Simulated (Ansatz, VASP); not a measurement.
# One calculation of RbNa3Te2, two programs

```
CELL_PARAMETERS angstrom
2.76192 1.59459 8.58371
-2.76192 1.59459 8.58371
0.00000 -3.18919 8.58371
ATOMIC_POSITIONS crystal
Rb 0.50000 0.50000 0.50000
Na 0.00000 0.50000 0.50000
Na 0.50000 0.50000 0.00000
Na 0.50000 0.00000 0.50000
Te 0.07640 0.07640 0.07640
Te 0.92360 0.92360 0.92360
```

Change from the starting cell: species swapped into the Y2NiRu3 type (R-3m, No. 166).

Alike in both runs: functional PBE; k mesh 6 × 6 × 6; occupations gaussian, width 0.1 eV; no spin polarisation.

Ansatz relaxed the structure, and its values are those at the end. VASP's run is a single point on that final structure, the one shown.

```csv
,VASP,Ansatz
version,VASP 6.6.1,Ansatz 0.2.0
potentials or method,"VASP PAW PBE potentials, release 64 (Rb_sv, Na_pv, Te), cutoff 520 eV","scalar-relativistic, plane waves, PAW"
valence electrons in the cell,42,68
```

|  | VASP | Ansatz | Ansatz less VASP |
| --- | --- | --- | --- |
| pressure (GPa) | 0.0 | 0.0 | -0.03 |

VASP's potentials hold 42 valence electrons a cell and Ansatz's 68, so a difference there can come from the potentials and not from the codes.

Spin-orbit coupling is off throughout.
